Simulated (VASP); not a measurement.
Crystal: Sb2W.

```
CELL_PARAMETERS angstrom
3.46494 0.00000 0.00000
-1.73247 3.00072 0.00000
0.00000 0.00000 6.71742
ATOMIC_POSITIONS crystal
W 0.00000 0.00000 0.00000
Sb 0.33333 0.66667 0.28475
Sb 0.66667 0.33333 0.71525
```

Program: VASP 6.6.1. Alike in all runs: task single point; no spin polarisation; cell as given; k mesh 12 × 12 × 6; cutoff (eV) 520.

Question: Order these runs on this cell by their pressure, lowest first.
A. level RPBE; potentials or basis VASP PAW PBE potentials, release 64 (W_sv, Sb); smearing tetrahedron
B. level PBE; potentials or basis VASP PAW PBE potentials, release 64 (W_sv, Sb); smearing fermi-dirac 0.005 eV
C. level LDA; potentials or basis VASP PAW LDA potentials, release 64 (W_sv, Sb); smearing gaussian 0.05 eV
D. level PBEsol; potentials or basis VASP PAW PBE potentials, release 64 (W_sv, Sb); smearing gaussian 0.05 eV
E. level r2SCAN; potentials or basis VASP PAW PBE potentials, release 64 (W_sv, Sb); smearing gaussian 0.05 eV

Answer: C (-6.2 GPa), D (-4.2 GPa), E (-1.5 GPa), B (0.0 GPa), A (1.8 GPa).

Caveats: the PAW data sets were made with another functional, which shifts forces and pressure a little (some runs).
